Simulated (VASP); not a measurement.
# W16F in VASP: single point with PBEsol

Aim: the single point of W16F with PBEsol.

All numbers are computed with VASP 6.6.1; they aren't measurements. Logs are shortened: lines on timing, memory, paths and dates and some standing lists are left out, and cuts for length are marked.

## (1) The cell of the first run

The cell holds a slab with vacuum, 17 atoms: a = 6.320 Å, b = 5.473 Å, c = 18.703 Å, α = 90.00°, β = 90.00°, γ = 54.74°.

## (2) Single point, PBEsol

The input, INCAR:

```
SYSTEM = W16F
ALGO = Normal
EDIFF = 1E-7
ENCUT = 520
GGA = PS
ISIF = 2
ISMEAR = 0
LASPH = .TRUE.
LCHARG = .FALSE.
LREAL = Auto
LWAVE = .FALSE.
NBANDS = 130
NELM = 80
PREC = Accurate
SIGMA = 0.1
```

The input, KPOINTS:

```
k-points
0
G
  3 4 1
  0 0 0
```

The input, POSCAR:

```
W16F
1.0
    6.3200000000      0.0000000000      0.0000000000
    3.1600000000      4.4689150000      0.0000000000
    0.0000000000      0.0000000000     18.7033720000
W F
16 1
Direct
   -0.2499999441      0.4999998881      0.0534662947
    0.2500000559      0.4999998881      0.0534662947
   -0.2500000000      1.0000000000      0.0534662947
    0.2500000000      1.0000000000      0.0534662947
   -0.0000655432     -0.0017527744      0.1686124299
    0.4998967801     -0.0015916615      0.1688137840
   -0.0000091291      0.4979233214      0.1699833057
    0.4998508975      0.4982108633      0.1689177224
   -0.2484684590      0.4952616015      0.2879089396
    0.2488588803      0.4977306572      0.2880738297
   -0.2539195578      1.0038194953      0.2889810458
    0.2544479282      0.9880411688      0.2888511761
    0.0014880478     -0.0080719817      0.4015944825
    0.5009729306     -0.0103597853      0.4013101488
   -0.0003707114      0.4940252835      0.4021775859
    0.5001238810      0.4923588835      0.4160641728
    0.5165912113      0.4344792864      0.5156271286
```

Potentials or basis: VASP PAW PBE potentials, release 64 (W_sv, F).

Run with:

```sh
$ cat potpaw_PBE.64/W_sv/POTCAR potpaw_PBE.64/F/POTCAR > POTCAR
$ mpirun -np 1 vasp_std > vasp.out
```

OUTCAR:

```text
SYSTEM = W16F
   EDIFF = 1E-7
   ENCUT = 520
   GGA = PS
   ISIF = 2
   ISMEAR = 0
   LASPH = .TRUE.
   LREAL = Auto
   NELM = 80
   PREC = Accurate

 ion  position               nearest neighbor table
   1  0.750  0.500  0.053-   8 2.68   7 2.69   3 2.74   4 2.74   4 2.74   3 2.74   6 3.10   5 3.11
                             2 3.16   2 3.16
   2  0.250  0.500  0.053-   8 2.67   7 2.70   4 2.74   3 2.74   3 2.74   4 2.74   5 3.10   6 3.11
                             1 3.16   1 3.16
   3  0.750  0.000  0.053-   5 2.67   6 2.68   1 2.74   2 2.74   2 2.74   1 2.74   8 3.10   7 3.13
                             4 3.16   4 3.16
   4  0.250  0.000  0.053-   6 2.67   5 2.67   2 2.74   1 2.74   1 2.74   2 2.74   8 3.11   7 3.11
                             3 3.16   3 3.16
   5  1.000  0.998  0.169-   3 2.67   4 2.67   7 2.74   8 2.74   8 2.74   7 2.74  12 2.75  11 2.75
                             2 3.10   1 3.11   9 3.15   6 3.16   6 3.16  10 3.16
   6  0.500  0.998  0.169-   4 2.67   3 2.68   8 2.74   7 2.74   8 2.74   7 2.74  11 2.74  12 2.75
                             1 3.10   2 3.11  10 3.16   5 3.16   5 3.16   9 3.17
   7  1.000  0.498  0.170-   1 2.69   2 2.70  10 2.71   9 2.71   5 2.74   6 2.74   6 2.74   5 2.74
                             4 3.11   3 3.13   8 3.16   8 3.16  11 3.17  12 3.18
   8  0.500  0.498  0.169-   2 2.67   1 2.68   9 2.73   6 2.74  10 2.74   5 2.74   5 2.74   6 2.74
                             3 3.10   4 3.11  12 3.13  11 3.15   7 3.16   7 3.16
   9  0.752  0.495  0.288-  15 2.65  11 2.71   7 2.71  12 2.71   8 2.73  12 2.76  11 2.76  16 2.88
                            14 3.06  13 3.10   5 3.15  10 3.15   6 3.17  10 3.17
  10  0.249  0.498  0.288-  15 2.66  12 2.70   7 2.71  11 2.72   8 2.74  11 2.76  12 2.77  16 2.86
                            13 3.06  14 3.11   9 3.15   6 3.16   5 3.16   9 3.17
  11  0.746  0.004  0.289-  13 2.63  14 2.64   9 2.71  10 2.72   6 2.74   5 2.75  10 2.76   9 2.76
                            15 3.11   8 3.15  12 3.16  12 3.16   7 3.17  16 3.23
  12  0.254  0.988  0.289-  14 2.62  13 2.64  10 2.70   9 2.71   5 2.75   6 2.75   9 2.76  10 2.77
                            15 3.10   8 3.13  11 3.16  11 3.16   7 3.18  16 3.25
  13  0.001  0.992  0.402-  11 2.63  12 2.64  15 2.73  15 2.74  16 2.74  16 2.76  10 3.06   9 3.10
                            14 3.15  14 3.17
  14  0.501  0.990  0.401-  12 2.62  11 2.64  15 2.72  16 2.74  15 2.75  16 2.76   9 3.06  10 3.11
                            13 3.15  13 3.17
  15  1.000  0.494  0.402-   9 2.65  10 2.66  14 2.72  13 2.73  13 2.74  14 2.75  12 3.10  11 3.11
                            16 3.17  16 3.17
  16  0.500  0.492  0.416-  17 1.88  14 2.74  13 2.74  13 2.76  14 2.76  10 2.86   9 2.88  15 3.17
                            15 3.17  11 3.23  12 3.25
  17  0.517  0.434  0.516-  16 1.88

  LATTYP: Found a base centered orthorhombic cell.
 ALAT       =     6.3200000000
 B/A-ratio  =     1.4142136076
 C/A-ratio  =     2.9593943038

  Lattice vectors:

 A1 = (   3.1600000000,  -4.4689150000,   0.0000000000)
 A2 = (   3.1600000000,   4.4689150000,   0.0000000000)
 A3 = (   0.0000000000,   0.0000000000,  18.7033720000)

Analysis of symmetry for initial positions (statically):
[... 158 lines left out ...]
   IMIX   =      4    mixing-type and parameters
     AMIX     =   0.40;   BMIX     =  1.00
     AMIX_MAG =   1.60;   BMIX_MAG =  1.00
  volume/ion in A,a.u.               =      31.07       209.69
  Fermi-wavevector in a.u.,A,eV,Ry     =   1.242603  2.348180 21.008248  1.544063
  Thomas-Fermi vector in A             =   2.376950
   LORBIT       =      0    0 simple, 1 ext, 2 COOP (PROOUT), +10 PAW based schemes
   GGA     = PS    functional components
   LHFCALC =     F    Hartree Fock is set to
   AEXX    =    0.0000 exact exchange contribution
   IVDW    =     0    specifies the selected vdW correction
   LEPSILON=     F    determine dielectric tensor
   LRPA    =     F    only Hartree local field effects (RPA)
 non-spin polarized calculation
 Gauss-broadening in eV      SIGMA  =   0.10
  energy-cutoff  :      520.00
  volume of cell :      528.25
 maximum number of plane-waves:     14263
   NGX = 23   NGY = 21   NGZ = 69

 number of electron     231.0000015 magnetization

 Free energy of the ion-electron system (eV)
  ---------------------------------------------------
  ext. energy  EPLUGINS =         0.00000000
  ---------------------------------------------------
  free energy    TOTEN  =      -214.19530322 eV

  energy without entropy =     -214.15075011  energy(sigma->0) =     -214.17302667

 E-fermi :   2.9347     XC(G=0):  -7.7827

 val. band max:        2.9054465523   @ k =  -0.3333   0.2500   0.0000
 cond. band min:       2.9965145784   @ k =   0.3333   0.0000   0.0000
 fundamental gap:      0.0910680261
 Fermi energy:         2.9346558211

 k-point     1 :       0.0000    0.0000    0.0000
  band No.  band energies     occupation
      1     -71.5503      2.00000
      2     -71.1727      2.00000
      3     -71.1092      2.00000
      4     -71.0650      2.00000
      5     -71.0634      2.00000
      6     -71.0508      2.00000
[... 899 lines left out ...]
    126       4.0849      0.00000
    127       4.2464      0.00000
 [bands above 127 left out]

------------------------ aborting loop because EDIFF is reached ----------------------------------------

  FORCE on cell =-STRESS in cart. coord.  units (eV):
  Direction    XX          YY          ZZ          XY          YZ          ZX
  --------------------------------------------------------------------------------------
  -------------------------------------------------------------------------------------
  Total      -19.3101377    -15.6404107      1.9331513      1.1669266      1.0504670      0.5602439
  in kB      -58.5675246    -47.4372661      5.8632357      3.5392809      3.1860598      1.6992160
  external PRESSURE =     -33.3805183 kB  Pullay stress =       0.0000000 kB

 VOLUME and BASIS-vectors are now :
 -----------------------------------------------------------------------------
  energy-cutoff  :      520.00
  volume of cell :      528.25
      direct lattice vectors                 reciprocal lattice vectors
     6.320000000  0.000000000  0.000000000     0.158227848 -0.111883981  0.000000000
     3.160000000  4.468915000  0.000000000     0.000000000  0.223767962  0.000000000
     0.000000000  0.000000000 18.703372000     0.000000000  0.000000000  0.053466295

 POSITION                                       TOTAL-FORCE (eV/Angst)
 -----------------------------------------------------------------------------------
      6.32000      2.23446      1.00000        -0.045962     -0.016064     -0.141175
      3.16000      2.23446      1.00000         0.021033     -0.071450     -0.146666
      4.74000      0.00000      1.00000         0.001773     -0.111140      0.037603
      1.58000      0.00000      1.00000        -0.038178      0.083308      0.044801
      9.47405      4.46108      3.15362         0.000695     -0.002466      0.001400
      6.31432      4.46180      3.15739         0.000186     -0.002093      0.001146
[... 9 lines left out ...]
      4.71664      2.20031      7.78180         0.014380      0.036885     -0.308596
      4.63781      1.94165      9.64397         0.052111      0.109872      0.415792
 -----------------------------------------------------------------------------------
    total drift:                               -0.000474      0.008317      0.002750

  FREE ENERGIE OF THE ION-ELECTRON SYSTEM (eV)
  ---------------------------------------------------
  free  energy   TOTEN  =      -214.1953032230 eV

  energy  without entropy=     -214.1507501121  energy(sigma->0) =     -214.17302667
```

Wall time 35 min (1 thread of AMD EPYC 7R43 (Zen 3), shared host); peak memory 0.7 GiB.

Results:

```
Free energy            : -214.1953 eV
Largest force          : 0.433 eV/Å
Band gap on the k mesh : zero (an odd number of electrons rules out a gap without spin polarisation)
```

Forces on the atoms (eV/Å):
```
W   -0.046 -0.016 -0.141
W    0.021 -0.071 -0.147
W    0.002 -0.111  0.038
W   -0.038  0.083  0.045
W    0.001 -0.002  0.001
W    0.000 -0.002  0.001
W    0.000  0.000 -0.003
W    0.000 -0.005 -0.002
W   -0.010 -0.003  0.003
W    0.002 -0.005  0.004
W   -0.004 -0.001 -0.007
W   -0.005 -0.007 -0.012
W    0.004 -0.002  0.040
W    0.002  0.003  0.034
W    0.005 -0.007  0.038
W    0.014  0.037 -0.309
F    0.052  0.110  0.416
```

Caveat: the PAW data sets were made with another functional, which shifts forces and pressure a little; spin-orbit coupling is left out, which moves the levels of the heavy elements; an odd number of electrons without spin polarisation forces a metal; a magnetic or distorted state may lie lower.
